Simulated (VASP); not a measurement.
Runs of VASP 6.6.1 on SnSe2. The structure is that of space group P-3m1 (No. 164), or close to it. The cells are those of the table. 

```csv
task,cell,cutoff (eV),gap on the mesh (eV),pressure (GPa),largest force (eV/Å)
relaxation of cell and atoms,"relaxed to 30 GPa from a = 3.820, b = 3.820, c = 6.112 Å, angles 90.0, 90.0, 120.0°, 3 atoms",600,none,30.1,-
relaxation of cell and atoms,"relaxed from a = 3.820, b = 3.820, c = 6.112 Å, angles 90.0, 90.0, 120.0°, 3 atoms",600,0.65,0.0,-
relaxation of cell and atoms,"relaxed to 20 GPa from a = 3.820, b = 3.820, c = 6.112 Å, angles 90.0, 90.0, 120.0°, 3 atoms",600,none,20.0,0.01
single point,"a = 3.617, b = 3.617, c = 5.199 Å, angles 90.0, 90.0, 120.0°, 3 atoms",520,none,(a),0.03
single point,"a = 3.722, b = 3.722, c = 5.329 Å, angles 90.0, 90.0, 120.0°, 3 atoms",520,none,10.2,0.03
```

Alike in all rows: level PBEsol; potentials or basis VASP PAW PBE potentials, release 64 (Sn_d, Se); no spin polarisation; k mesh 7 × 7 × 4; smearing gaussian 0.01 eV.

Task: Fill in the values left out.

Result: (a) 20.3.

Caveats: the PAW data sets were made with another functional, which shifts forces and pressure a little; spin-orbit coupling is left out, which moves the levels of the heavy elements; this functional lacks dispersion, which binds the layers, so the pressure and a relaxed spacing across them are unreliable (some runs); the cell is relaxed towards a set pressure, so the enthalpy falls and the energy may rise (some runs).

A k mesh can miss the band edges, and the runs leave out spin-orbit coupling on Se, Sn.

A gap of «none» marks levels without a gap at the run's occupations.
